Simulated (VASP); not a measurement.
# InAs (F-43m) in VASP: a series of runs

The runs below take InAs through single point, relaxation of cell and atoms, with r2SCAN.

Everything below comes from runs of VASP 6.6.1. Logs are shortened: lines on timing, memory, paths and dates and some standing lists are left out, and cuts for length are marked.

## 1. The cell of the first run

Symmetry: F-43m, No. 216, cubic system. Conventional cell: a = 6.169 Å, b = 6.169 Å, c = 6.169 Å, α = 90.00°, β = 90.00°, γ = 90.00°. Within 3.5 Å of In (site symmetry -43m) lie 4 As at 2.67 Å. Within 3.5 Å of As (site symmetry -43m) lie 4 In at 2.67 Å.

## 2. Single point, r2SCAN (volume scaled by 1.03)

The input, POSCAR:

```
InAs
1.0
    0.0000000000      3.0844748953      3.0844748953
    3.0844748953      0.0000000000      3.0844748953
    3.0844748953      3.0844748953      0.0000000000
In As
1 1
Direct
    0.0000000000      0.0000000000      0.0000000000
    0.2500000000      0.2500000000      0.2500000000
```

The input, INCAR.step1:

```
SYSTEM = InAs
PREC     = Accurate       ! precision mode
ENCUT    = 520            ! plane-wave cutoff, eV
ISMEAR   = 0              ! smearing method
SIGMA    = 0.01           ! smearing width, eV
LREAL    = .FALSE.        ! projectors in reciprocal space
LASPH    = .TRUE.         ! aspherical terms in the spheres
NELM     = 60             ! most SCF steps
NBANDS   = 16             ! bands
GGA      = PE             ! functional
ALGO     = Normal         ! electronic algorithm
EDIFF    = 1E-4           ! SCF threshold, eV
LWAVE    = .TRUE.         ! write WAVECAR
LCHARG   = .FALSE.        ! write CHGCAR
```

The input, INCAR.step2:

```
SYSTEM = InAs
PREC     = Accurate       ! precision mode
ENCUT    = 520            ! plane-wave cutoff, eV
EDIFF    = 1E-6           ! SCF threshold, eV
ISMEAR   = 0              ! smearing method
SIGMA    = 0.01           ! smearing width, eV
LREAL    = .FALSE.        ! projectors in reciprocal space
LASPH    = .TRUE.         ! aspherical terms in the spheres
NELM     = 60             ! most SCF steps
ALGO     = Normal         ! electronic algorithm
ISIF     = 2              ! what is computed and relaxed
LWAVE    = .FALSE.        ! write WAVECAR
LCHARG   = .FALSE.        ! write CHGCAR
METAGGA  = R2SCAN         ! meta-GGA
LMIXTAU  = .TRUE.       
NBANDS   = 16             ! bands
ISTART   = 1
```

The input, KPOINTS:

```
Automatic mesh
0
G
  10 10 10
  0 0 0
```

Potentials or basis: VASP PAW PBE potentials, release 64 (In_d, As).

On the command line:

```console
$ cat potpaw_PBE.64/In_d/POTCAR potpaw_PBE.64/As/POTCAR > POTCAR
$ cp INCAR.step1 INCAR
$ mpirun -np 1 vasp_std > vasp.out
$ cp INCAR.step2 INCAR
$ mpirun -np 1 vasp_std > vasp.out
```

OUTCAR:

```text
SYSTEM = InAs
   PREC = Accurate
   ENCUT = 520
   EDIFF = 1E-6
   ISMEAR = 0
   LREAL = .FALSE.
   LASPH = .TRUE.
   NELM = 60
   ISIF = 2
   METAGGA = R2SCAN
   ISTART = 1

 ion  position               nearest neighbor table
   1  0.000  0.000  0.000-   2 2.67   2 2.67   2 2.67   2 2.67
   2  0.250  0.250  0.250-   1 2.67   1 2.67   1 2.67   1 2.67

  LATTYP: Found a face centered cubic cell.
 ALAT       =     6.1689497906

  Lattice vectors:

 A1 = (   0.0000000000,   3.0844748953,   3.0844748953)
 A2 = (   3.0844748953,   0.0000000000,   3.0844748953)
 A3 = (   3.0844748953,   3.0844748953,   0.0000000000)

Analysis of symmetry for initial positions (statically):
=====================================================================
 Subroutine PRICEL returns:
 Original cell was already a primitive cell.

 Routine SETGRP: Setting up the symmetry group for a
 face centered cubic supercell.

 Subroutine GETGRP returns: Found 24 space group operations
 (whereof 24 operations were pure point group operations)
 out of a pool of 48 trial point group operations.

The static configuration has the point symmetry T_d .

Analysis of symmetry for dynamics (positions and initial velocities):
=====================================================================
 Subroutine PRICEL returns:
 Original cell was already a primitive cell.

 Routine SETGRP: Setting up the symmetry group for a
 face centered cubic supercell.

 Subroutine GETGRP returns: Found 24 space group operations
 (whereof 24 operations were pure point group operations)
 out of a pool of 48 trial point group operations.

The dynamic configuration has the point symmetry T_d .

 Subroutine INISYM returns: Found 24 space group operations
 (whereof 24 operations are pure point group operations),
 and found     1 'primitive' translations

----------------------------------------------------------------------------------------

                                     Primitive cell

  volume of cell :      58.6913

  direct lattice vectors                    reciprocal lattice vectors
     0.000000000  3.084474895  3.084474895    -0.162102146  0.162102146  0.162102146
     3.084474895  0.000000000  3.084474895     0.162102146 -0.162102146  0.162102146
     3.084474895  3.084474895  0.000000000     0.162102146  0.162102146 -0.162102146

  length of vectors
     4.362106230  4.362106230  4.362106230     0.280769153  0.280769153  0.280769153

  position of ions in fractional coordinates (direct lattice)
     0.000000000  0.000000000  0.000000000
     0.250000000  0.250000000  0.250000000
[... 73 lines left out ...]
   LSORBIT =      F    spin-orbit coupling
   LASPH  =      T    aspherical Exc in radial PAW
   ENCUT  =  520.0 eV  38.22 Ry    6.18 a.u.   8.11  8.11  8.11*2*pi/ulx,y,z
   NELM   =     60;   NELMIN=  2; NELMDL=  0     # of ELM steps
   EDIFF  = 0.1E-05   stopping-criterion for ELM
   LREAL  =      F    real-space projection
   EDIFFG = 0.1E-04   stopping-criterion for IOM
   NSW    =      0    number of steps for IOM
   IBRION =     -1    ionic relax: 0-MD 1-quasi-New 2-CG
   NFREE  =      0    steps in history (QN), initial steepest desc. (CG)
   ISIF   =      2    stress and relaxation
   ISYM   =      2    0-nonsym 1-usesym 2-fastsym
   POTIM  = 0.5000    time-step for ionic-motion
   TEBEG  =    0.0;   TEEND  =   0.0 temperature during run
   PSTRESS=    0.0 pullay stress
   NELECT =      18.0000    total number of electrons
   NUPDOWN=      -1.0000    fix difference up-down
   EMIN   =  10.00;   EMAX   =-10.00  energy-range for DOS
   EFERMI =   0.00;   METHOD = LEGACY
   ISMEAR =     0;   SIGMA  =   0.01  broadening in eV -4-tet -1-fermi 0-gaus
   EFERMI_NEDOS =   21; number of points for ismear=-14 and -15
   IALGO  =     38    algorithm
   IMIX   =      4    mixing-type and parameters
     AMIX     =   0.40;   BMIX     =  1.00
     AMIX_MAG =   1.60;   BMIX_MAG =  1.00
  volume/ion in A,a.u.               =      29.35       198.03
  Fermi-wavevector in a.u.,A,eV,Ry     =   1.104014  2.086283 16.583407  1.218846
  Thomas-Fermi vector in A             =   2.240480
   LORBIT       =      0    0 simple, 1 ext, 2 COOP (PROOUT), +10 PAW based schemes
   METAGGA = R2SCAN    functional components
   LHFCALC =     F    Hartree Fock is set to
   AEXX    =    0.0000 exact exchange contribution
   IVDW    =     0    specifies the selected vdW correction
   LEPSILON=     F    determine dielectric tensor
   LRPA    =     F    only Hartree local field effects (RPA)
 non-spin polarized calculation
 Gauss-broadening in eV      SIGMA  =   0.01
  energy-cutoff  :      520.00
  volume of cell :       58.69
 maximum number of plane-waves:      1596
   NGX = 17   NGY = 17   NGZ = 17

 number of electron      18.0000007 magnetization

 Free energy of the ion-electron system (eV)
  ---------------------------------------------------
  ext. energy  EPLUGINS =         0.00000000
  ---------------------------------------------------
  free energy    TOTEN  =       -38.05327657 eV

  energy without entropy =      -38.05326115  energy(sigma->0) =      -38.05326886

 E-fermi :   3.6866     XC(G=0):  -9.3839

 val. band max:        3.6835514680   @ k =   0.0000   0.0000   0.0000
 cond. band min:       4.7281343208   @ k =   0.1000   0.0000   0.0000
 fundamental gap:      1.0445828528
 Fermi energy:         3.6865968104

 k-point     1 :       0.0000    0.0000    0.0000
  band No.  band energies     occupation
      1     -11.0600      2.00000
      2     -11.0600      2.00000
      3     -11.0600      2.00000
      4     -10.9376      2.00000
      5     -10.9376      2.00000
      6      -8.2355      2.00000
[... 433 lines left out ...]
      3     -11.0056      2.00000
      4     -10.9590      2.00000
      5     -10.9225      2.00000
      6      -6.8717      2.00000
[... 8 lines left out ...]
     15      15.1631      0.00000
     16      16.0140      0.00000

 [... further k-points ...]
[... 5 lines left out ...]
  --------------------------------------------------------------------------------------
  -------------------------------------------------------------------------------------
  Total       -0.5730588     -0.5730588     -0.5730588      0.0000000      0.0000000      0.0000000
  in kB      -15.6435758    -15.6435758    -15.6435758      0.0000000      0.0000000      0.0000000
  external PRESSURE =     -15.6435758 kB  Pullay stress =       0.0000000 kB

 VOLUME and BASIS-vectors are now :
 -----------------------------------------------------------------------------
  energy-cutoff  :      520.00
  volume of cell :       58.69
      direct lattice vectors                 reciprocal lattice vectors
     0.000000000  3.084474895  3.084474895    -0.162102146  0.162102146  0.162102146
     3.084474895  0.000000000  3.084474895     0.162102146 -0.162102146  0.162102146
     3.084474895  3.084474895  0.000000000     0.162102146  0.162102146 -0.162102146

 POSITION                                       TOTAL-FORCE (eV/Angst)
 -----------------------------------------------------------------------------------
      0.00000      0.00000      0.00000        -0.000000     -0.000000     -0.000000
      1.54224      1.54224      1.54224         0.000000      0.000000      0.000000
 -----------------------------------------------------------------------------------
    total drift:                               -0.000001     -0.000001     -0.000001

  FREE ENERGIE OF THE ION-ELECTRON SYSTEM (eV)
  ---------------------------------------------------
  free  energy   TOTEN  =       -38.0532765727 eV

  energy  without entropy=      -38.0532611464  energy(sigma->0) =      -38.05326886
```

OUTCAR.step1:

```text
SYSTEM = InAs
   PREC = Accurate
   ENCUT = 520
   ISMEAR = 0
   LREAL = .FALSE.
   LASPH = .TRUE.
[... 677 lines left out ...]
      0.00000      0.00000      0.00000        -0.000000      0.000000      0.000000
      1.54224      1.54224      1.54224         0.000000     -0.000000     -0.000000
 -----------------------------------------------------------------------------------
    total drift:                               -0.000000     -0.000000     -0.000000

  FREE ENERGIE OF THE ION-ELECTRON SYSTEM (eV)
  ---------------------------------------------------
  free  energy   TOTEN  =        -7.7180894996 eV

  energy  without entropy=       -7.7180740733  energy(sigma->0) =       -7.71808179
```

It took 53 s on 1 thread of Intel Xeon 6975P-C (Granite Rapids), shared host; peak memory 0.21 GiB.

What came out:

```
Free energy            : -38.0533 eV
Pressure               : -1.6 GPa
Band gap on the k mesh : zero (filled and empty bands touch)
```

Caveat: the cell differs from its parent crystal (volume scaled by 1.03); the PAW data sets were made with another functional, which shifts forces and pressure a little; spin-orbit coupling is left out, which moves the levels of the heavy elements.

## 3. Single point, r2SCAN (volume scaled by 1.06)

The input, POSCAR:

```
InAs
1.0
    0.0000000000      3.1141351273      3.1141351273
    3.1141351273      0.0000000000      3.1141351273
    3.1141351273      3.1141351273      0.0000000000
In As
1 1
Direct
    0.0000000000      0.0000000000      0.0000000000
    0.2500000000      0.2500000000      0.2500000000
```

The input, INCAR.step1:

```
PREC = Accurate
ENCUT = 520
ISMEAR = 0
SIGMA = 0.01
LREAL = False
LASPH = True
NELM = 80
NBANDS = 16
GGA = PE
ALGO = Normal
EDIFF = 1E-4
LWAVE = True
LCHARG = False
```

The input, INCAR.step2:

```
PREC = Accurate
ENCUT = 520
EDIFF = 1E-6
ISMEAR = 0
SIGMA = 0.01
LREAL = False
LASPH = True
NELM = 80
ALGO = Normal
ISIF = 2
LWAVE = False
LCHARG = False
METAGGA = R2SCAN
LMIXTAU = True
NBANDS = 16
ISTART = 1
```

The input, KPOINTS:

```
regular mesh
0
Gamma
  10 10 10
```

Potentials or basis: VASP PAW PBE potentials, release 64 (In_d, As).

On the command line:

```console
$ cat potpaw_PBE.64/In_d/POTCAR potpaw_PBE.64/As/POTCAR > POTCAR
$ cp INCAR.step1 INCAR
$ mpirun -np 1 vasp_std > vasp.out
$ cp INCAR.step2 INCAR
$ mpirun -np 1 vasp_std > vasp.out
```

It took 88 s on 1 thread of Intel Xeon 6975P-C (Granite Rapids), shared host; peak memory 0.24 GiB.

It converged, with:

```
Free energy            : -38.0296 eV
Pressure               : -2.9 GPa
Band gap on the k mesh : zero (filled and empty bands touch)
```

Levels at points of the mesh, in eV from the Fermi level:
```tsv
k point	band 6	band 7	band 8	band 9	band 10	band 11	band 12	band 13
(0.00, 0.00, 0.00)	-11.75	-0.24	0.00	0.00	0.00	4.22	4.22	4.22
(0.50, 0.00, 0.00)	-10.48	-5.45	-0.89	-0.89	1.10	4.98	4.98	7.12
(0.50, 0.50, 0.00)	-10.00	-5.57	-2.11	-2.11	1.95	2.31	9.23	9.30
```

Caveat: the cell differs from its parent crystal (volume scaled by 1.06); the PAW data sets were made with another functional, which shifts forces and pressure a little; spin-orbit coupling is left out, which moves the levels of the heavy elements.

## 4. Relaxation of cell and atoms, r2SCAN

This run uses another cell than the first one, of 27.49 Å³/atom, 0.937 times its volume.

The input, POSCAR:

```
InAs
1.0
    0.0000000000      3.0180000000      3.0180000000
    3.0180000000      0.0000000000      3.0180000000
    3.0180000000      3.0180000000      0.0000000000
In As
1 1
Direct
    0.0000000000      0.0000000000      0.0000000000
    0.2500000000      0.2500000000      0.2500000000
```

The input, INCAR.step1:

```
SYSTEM = InAs
PREC     = Accurate       ! precision mode
ENCUT    = 600            ! plane-wave cutoff, eV
ISMEAR   = 0              ! smearing method
SIGMA    = 0.01           ! smearing width, eV
LREAL    = .False.        ! projectors in reciprocal space
LASPH    = .True.         ! aspherical terms in the spheres
NELM     = 100            ! most SCF steps
GGA      = PE             ! functional
ALGO     = Normal         ! electronic algorithm
EDIFF    = 1E-4           ! SCF threshold, eV
LWAVE    = .True.         ! write WAVECAR
LCHARG   = .False.        ! write CHGCAR
```

The input, INCAR.step2:

```
SYSTEM = InAs
PREC     = Accurate       ! precision mode
ENCUT    = 600            ! plane-wave cutoff, eV
EDIFF    = 1E-6           ! SCF threshold, eV
ISMEAR   = 0              ! smearing method
SIGMA    = 0.01           ! smearing width, eV
LREAL    = .False.        ! projectors in reciprocal space
LASPH    = .True.         ! aspherical terms in the spheres
NELM     = 100            ! most SCF steps
ALGO     = Normal         ! electronic algorithm
ISIF     = 3              ! what is computed and relaxed
LWAVE    = .False.        ! write WAVECAR
LCHARG   = .False.        ! write CHGCAR
METAGGA  = R2SCAN         ! meta-GGA
LMIXTAU  = .True.       
IBRION   = 2              ! ionic algorithm
NSW      = 100            ! ionic steps
EDIFFG   = -0.005         ! ionic threshold
ISTART   = 1
```

The input, KPOINTS:

```
regular mesh
0
Gamma
  10 10 10
  0 0 0
```

On the command line:

```console
$ cat potpaw_PBE.64/In_d/POTCAR potpaw_PBE.64/As/POTCAR > POTCAR
$ cp INCAR.step1 INCAR
$ mpirun -np 1 vasp_std > vasp.out
$ cp INCAR.step2 INCAR
$ mpirun -np 1 vasp_std > vasp.out
```

It took 3.3 min on 1 thread of Intel Xeon 6975P-C (Granite Rapids), shared host; peak memory 0.25 GiB.

It converged, with:

| Property | Result |
| --- | --- |
| Free energy | -38.0621 eV |
| Relaxed volume | 28.52 Å³/atom |
| Relaxed cell | a = 4.321 Å, b = 4.321 Å, c = 4.321 Å, α = 60.00°, β = 60.00°, γ = 60.00° |
| Space group after relaxing (to 0.05 Å) | F-43m (No. 216) |
| Energy gained by relaxing | 6.9 meV/atom |
| Ionic steps | 3 |
| Pressure after relaxing | 0.0 GPa |
| Band gap on the k mesh | 0.08 eV, direct |

The path:
| step | energy change (eV) | largest force (eV/Å) | pressure (GPa) | volume (Å³) |
| --- | --- | --- | --- | --- |
| 1 | 0.0000 | 0.0000 | 2.28 | 54.98 |
| 2 | -0.0100 | 0.0000 | -1.83 | 58.15 |
| 3 | -0.0139 | 0.0000 | -0.03 | 57.03 |

Final structure:
```xyz
2
Lattice="0.0000 3.0551 3.0551 3.0551 0.0000 3.0551 3.0551 3.0551 0.0000" Properties=species:S:1:pos:R:3 pbc="T T T"
In    0.0000    0.0000    0.0000
As    1.5275    1.5275    1.5275
```

Levels at points of the mesh, in eV from the valence-band top:
| k point | band 5 | band 6 | band 7 | band 8 | band 9 | band 10 | band 11 | band 12 | band 13 |
| --- | --- | --- | --- | --- | --- | --- | --- | --- | --- |
| (0.00, 0.00, 0.00) | -14.66 | -12.10 | 0.00 | 0.00 | 0.00 | 0.08 | 4.26 | 4.26 | 4.26 |
| (0.50, 0.00, 0.00) | -14.65 | -10.65 | -5.72 | -0.97 | -0.97 | 1.25 | 5.03 | 5.03 | 7.24 |
| (0.50, 0.50, 0.00) | -14.64 | -10.12 | -5.80 | -2.29 | -2.29 | 1.87 | 2.34 | 9.62 | 9.72 |

Caveat: the PAW data sets were made with another functional, which shifts forces and pressure a little; spin-orbit coupling is left out, which moves the levels of the heavy elements. Zero-point motion and thermal expansion aren't in these numbers.

## 5. Overview

| task | cell | cutoff (eV) | gap on the mesh (eV) | pressure (GPa) |
| --- | --- | --- | --- | --- |
| single point | a = 4.362 Å, angles 60.0°, 2 atoms | 520 | none | -1.6 |
| single point | a = 4.404 Å, angles 60.0°, 2 atoms | 520 | none | -2.9 |
| relaxation of cell and atoms | relaxed from a = 4.268 Å, angles 60.0°, 2 atoms | 600 | 0.08 | 0.0 |

Alike in all rows: level r2SCAN; potentials or basis VASP PAW PBE potentials, release 64 (In_d, As); no spin polarisation; k mesh 10 × 10 × 10; smearing gaussian 0.01 eV.

Caveats: the PAW data sets were made with another functional, which shifts forces and pressure a little; spin-orbit coupling is left out, which moves the levels of the heavy elements.

Total energies depend on the potentials used, so only differences within one code and one set of settings carry meaning.
